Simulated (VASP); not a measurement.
A run of VASP 6.6.1 is set up as follows.

Contents of INCAR:

```
  ALGO = Normal
  EDIFF = 1E-6
  ENCUT = 520
  ISIF = 2
  ISMEAR = -1
  LASPH = T
  LCHARG = T
  LELF = T
  LREAL = F
  LVHAR = T
  LWAVE = F
  NBANDS = 28
  NELM = 60
  PREC = Accurate
  SIGMA = 0.15
```

Contents of KPOINTS:

```
k-points
0
Gamma
  6 6 6
```

File POSCAR:

```
SrAgO3
1.0
    4.1102480000      0.0000000000      0.0000000000
    0.0000000000      4.1102480000      0.0000000000
    0.0000000000      0.0000000000      4.1102480000
Sr Ag O
1 1 3
Direct
    0.0000000000      0.0000000000      0.0000000000
    0.5000000000      0.5000000000      0.5000000000
    0.5000000000      0.5000000000      0.0000000000
    0.5000000000      0.0000000000      0.5000000000
    0.0000000000      0.5000000000      0.5000000000
```

Potentials or basis: VASP PAW LDA potentials, release 64 (Sr_sv, Ag, O).

The run is started by

```sh
$ cat potpaw_LDA.64/Sr_sv/POTCAR potpaw_LDA.64/Ag/POTCAR potpaw_LDA.64/O/POTCAR > POTCAR
$ mpirun -np 1 vasp_std > vasp.out
```

**Question.** Predict the pressure.

**Answer.** -11.0 GPa.

Caveat: an odd number of electrons without spin polarisation forces a metal; a magnetic or distorted state may lie lower.
